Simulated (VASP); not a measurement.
**ZrNb2N4: relaxation of shape and atoms at fixed volume with PBE**

ZrNb2N4:

```xyz
7
Lattice="5.1540 0.0000 0.0010 0.0000 3.0734 0.0000 -1.6589 0.0000 5.1224" Properties=species:S:1:pos:R:3 pbc="T T T"
Zr   -0.8294    1.5367    2.5612
Nb    0.0000    0.0000    0.0000
Nb    2.5770    1.5367    0.0005
N     2.6665    1.5367    3.9870
N     0.0534    0.0000    3.8714
N     3.4418    0.0000    1.2520
N     0.8286    1.5367    1.1364
```

- Program: VASP 6.6.1
- Task: relaxation of shape and atoms at fixed volume
- Functional: PBE
- Potentials or basis: VASP PAW PBE potentials, release 64 (Zr_sv, Nb_sv, N)
- Cutoff: 600 eV
- k mesh: 6 × 10 × 6
- Occupations: gaussian, width 0.1 eV
- Spin: no spin polarisation
- Dipole correction: no
- Further INCAR settings: ALGO = Normal; EDIFF = 1e-07; IBRION = 2; EDIFFG = -0.01; NSW = 50; ISIF = 4

- Energy gained by relaxing: 1.4 meV/atom
- Ionic steps: 5
- Pressure after relaxing: 14.9 GPa
- Largest force after relaxing: 0.010 eV/Å
- Band gap on the k mesh: zero (bands 29 and 30 overlap by 2.50 eV)

Forces in eV/Å, atoms in the order of the input:
```
Zr   0.000  0.000  0.000
Nb   0.000  0.000  0.000
Nb   0.000  0.000  0.000
N    0.004  0.000 -0.003
N   -0.003  0.000  0.009
N    0.003  0.000 -0.009
N   -0.004  0.000  0.003
```

Stress tensor (GPa, compression positive):
```
14.95  0.00 -0.14
 0.00 14.78  0.00
-0.14  0.00 14.86
```

The path:
| step | energy change (eV) | largest force (eV/Å) | pressure (GPa) | volume (Å³) |
| --- | --- | --- | --- | --- |
| 1 | 0.0000 | 0.3411 | 16.14 | 81.15 |
| 2 | -0.0094 | 0.0370 | 14.97 | 81.15 |
| 3 | -0.0094 | 0.0453 | 14.88 | 81.15 |
| 4 | -0.0096 | 0.0069 | 14.86 | 81.15 |
| 5 | -0.0096 | 0.0097 | 14.86 | 81.15 |

Final structure:
```
Zr Nb N
1.0
     5.15045    0.00000   -0.00752
     0.00000    3.07967    0.00000
    -1.66615    0.00000    5.11828
Zr Nb N
1 2 4
Direct
  0.00000 0.50000 0.50000
  0.00000 0.00000 0.00000
  0.50000 0.50000 0.00000
  0.76503 0.50000 0.77509
  0.25551 0.00000 0.75490
  0.74449 0.00000 0.24510
  0.23497 0.50000 0.22491
```

Levels at points of the mesh, in eV from the Fermi level:
```
           k point  band 25  band 26  band 27  band 28  band 29  band 30  band 31  band 32  band 33  band 34
(0.00, 0.00, 0.00)    -2.53    -2.51    -1.64    -1.40    -1.32    -0.17     0.50     0.85     2.29     2.94
(0.50, 0.00, 0.00)    -4.38    -4.16    -2.22    -1.46    -0.40     0.40     0.85     1.16     1.83     1.96
(0.00, 0.50, 0.00)    -4.07    -3.96    -3.03    -2.63     0.97     1.41     1.93     2.03     2.59     2.76
(0.50, 0.50, 0.00)    -4.30    -3.67    -2.52    -1.89    -0.59     0.04     2.09     2.11     2.69     2.73
(0.00, 0.00, 0.50)    -4.14    -3.80    -1.79    -1.34    -0.44     0.21     0.46     0.73     1.80     3.08
(0.50, 0.00, 0.50)    -3.02    -2.63    -2.53    -2.34    -2.17     0.72     1.54     1.63     2.33     2.44
(0.00, 0.50, 0.50)    -4.04    -4.03    -3.18    -2.00    -0.16     0.83     1.30     1.38     2.72     2.86
(0.50, 0.50, 0.50)    -2.51    -2.48    -2.20    -2.13    -2.00    -1.53     2.61     2.67     3.20     3.51
```

Run time: 11 min on 1 thread of AMD EPYC 9R45 96-Core Processor (Zen 5), with other jobs on the host, peak memory 0.47 GiB.
